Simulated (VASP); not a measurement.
Write the native input for VASP 6.6.1 that does the following.

| Item | Value |
| --- | --- |
| Task | relaxation of cell and atoms |
| Functional | PBE |
| Potentials or basis | VASP PAW PBE potentials, release 64 (Co, Bi_d) |
| Cutoff | 600 eV |
| k mesh | 13 × 13 × 13 |
| Occupations | fermi-dirac, width 0.05 eV |
| Spin | collinear spin, ferromagnetic start |
| Starting moments | [2.0, 0.0] μB |
| Dipole correction | no |
| Further INCAR settings | ALGO = Normal; EDIFF = 1e-07; IBRION = 2; EDIFFG = -0.005; NSW = 100; ISIF = 3 |

The structure of CoBi (rocksalt type) lies in POSCAR:

```
CoBi
1.0
    0.0000000000      2.6721828043      2.6721828043
    2.6721828043      0.0000000000      2.6721828043
    2.6721828043      2.6721828043      0.0000000000
Co Bi
1 1
Direct
    0.0000000000      0.0000000000      0.0000000000
    0.5000000000      0.5000000000      0.5000000000
```

The input as run:

INCAR

```
SYSTEM = CoBi
PREC = Accurate
ENCUT = 600
EDIFF = 1E-7
ISMEAR = -1
SIGMA = 0.05
LREAL = .FALSE.
LASPH = .TRUE.
NELM = 200
ALGO = Normal
ISIF = 3
LWAVE = .FALSE.
LCHARG = .FALSE.
ISPIN = 2
MAGMOM = 2 0
LORBIT = 11
LMAXMIX = 4
GGA = PE
IBRION = 2
NSW = 100
EDIFFG = -0.005
GGA_COMPAT = .FALSE.
NELMIN = 4
```

KPOINTS

```
regular mesh
0
G
  13 13 13
  0 0 0
```

Potentials or basis: VASP PAW PBE potentials, release 64 (Co, Bi_d).

Run with:

```sh
$ cat potpaw_PBE.64/Co/POTCAR potpaw_PBE.64/Bi_d/POTCAR > POTCAR
$ mpirun -np 1 vasp_std > vasp.out
```

It gave:

```yaml
Relaxed_volume: 19.68 Å³/atom
Relaxed_cell: a = 3.818 Å, b = 3.818 Å, c = 3.818 Å, α = 60.00°, β = 60.00°, γ = 60.00°
Space_group_after_relaxing_to_0.1_Å: Fm-3m (No. 225)
Energy_gained_by_relaxing: 5.2 meV/atom
Ionic_steps: 3
Pressure_after_relaxing: 0.0 GPa
Net_moment: 0.54 μB per cell
Site_moments: Co +0.59; Bi -0.03 μB
Valence_electrons_inside_the_program's_atomic_spheres: Co 8.17; Bi 12.89
```

Wall time 3.4 min on 1 thread of Intel(R) Xeon(R) Platinum 8488C (Sapphire Rapids), on a shared host, peak memory 0.27 GiB.
